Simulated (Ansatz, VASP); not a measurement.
## One calculation of ScIn3As2, two programs

```xyz
6
Lattice="5.6994 0.0000 0.0000 -2.8497 4.9359 0.0000 0.0000 0.0000 5.2648" Properties=species:S:1:pos:R:3 pbc="T T T"
Sc    0.0000    0.0000    0.0000
In    2.8497    0.0000    2.6324
In   -1.4249    2.4679    2.6324
In    1.4249    2.4679    2.6324
As    0.0000    3.2906    0.0000
As    2.8497    1.6453    0.0000
```

Change from the starting cell: species swapped into the LaAl2Pt3 type (P6/mmm, No. 191).

Alike in both runs: task relaxation of cell and atoms; functional PBE; k mesh 6 × 6 × 4; occupations gaussian, width 0.1 eV; no spin polarisation.

|  | VASP | Ansatz |
| --- | --- | --- |
| version | VASP 6.6.1 | Ansatz 0.2.0 |
| potentials or method | VASP PAW PBE potentials, release 64 (Sc_sv, In_d, As), cutoff 600 eV | scalar-relativistic, plane waves, PAW |
| valence electrons in the cell | 60 | 80 |

|  | VASP | Ansatz | Ansatz less VASP |
| --- | --- | --- | --- |
| gap on the k mesh at the Fermi level, each at its own relaxed structure (eV) | none | none | - |
| relaxed volume (Å³/atom) | 24.87 | 24.79 | -0.075 |
| relaxed cell length with the largest relative difference (Å) | 5.189 | 5.161 | -0.0286 |

A gap of «none» marks a metal or a gap that the smearing closes. VASP's potentials hold 60 valence electrons a cell and Ansatz's 80, so a difference there can come from the potentials and not from the codes.
